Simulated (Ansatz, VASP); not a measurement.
## One calculation of SiC, two programs

```
CELL_PARAMETERS angstrom
2.82918 0.00000 0.00000
-1.41459 2.45014 0.00000
0.00000 0.00000 5.45202
ATOMIC_POSITIONS crystal
Si 0.33333 0.66667 0.00460
Si 0.66667 0.33333 0.50460
C 0.33333 0.66667 0.38040
C 0.66667 0.33333 0.88040
```

Change from the starting cell: strain -0.080 along x and y, +0.080 along z, atoms carried along.

Alike in both runs: task single point; functional r2SCAN; k mesh 12 × 12 × 6; occupations gaussian, width 0.05 eV; no spin polarisation.

|  | VASP | Ansatz |
| --- | --- | --- |
| version | VASP 6.6.1 | Ansatz 0.2.0 |
| potentials or method | VASP PAW PBE potentials, release 64 (Si, C), cutoff 520 eV | scalar-relativistic, plane waves, PAW |
| valence electrons in the cell | 16 | 16 |

|  | VASP | Ansatz | Ansatz less VASP |
| --- | --- | --- | --- |
| gap on the k mesh at the Fermi level (eV) | 1.74 | 1.74 | +0.001 |
| least direct gap on the mesh (eV) | 2.95 | 2.95 | -0.001 |
| pressure (GPa) | 33.5 | 33.8 | +0.26 |
| traceless stress, the component that is largest in VASP (GPa) | -70.19 | -69.77 | +0.417 |
| rms of the force components (eV/Å) | 0.681 | 0.691 | +0.0097 |

VASP's potentials were made for PBE, not for r2SCAN. Atom by atom the forces differ by 0.010 eV/Å (rms over components). Both programs put the cell under a high pressure, so it lies far from rest at this level.
